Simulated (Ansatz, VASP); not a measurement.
**One calculation of Sr2Ca, two programs**

```
Sr Ca
1.0
     3.42289    0.00000    0.00000
     0.00000    3.42289    0.00000
     0.00000    0.00000    6.40966
Sr Ca
2 1
Direct
  0.50000 0.50000 0.22074
  0.50000 0.50000 0.76252
  0.00000 0.00000 0.01673
```

Alike in both runs: task single point; functional PBE; k mesh 6 × 6 × 4; occupations gaussian, width 0.1 eV; no spin polarisation.

```csv
,VASP,Ansatz
version,VASP 6.6.1,Ansatz 0.2.0
potentials or method,"VASP PAW PBE potentials, release 64 (Sr_sv, Ca_sv), cutoff 520 eV","scalar-relativistic, plane waves, PAW"
valence electrons in the cell,30,30
```

|  | VASP | Ansatz | Ansatz less VASP |
| --- | --- | --- | --- |
| gap on the k mesh at the Fermi level (eV) | none | none | - |
| rms of the force components (eV/Å) | 2.155 | 2.103 | -0.0515 |

Atom by atom the forces differ by 0.052 eV/Å (rms over components). A gap of «none» marks a metal or a gap that the smearing closes.
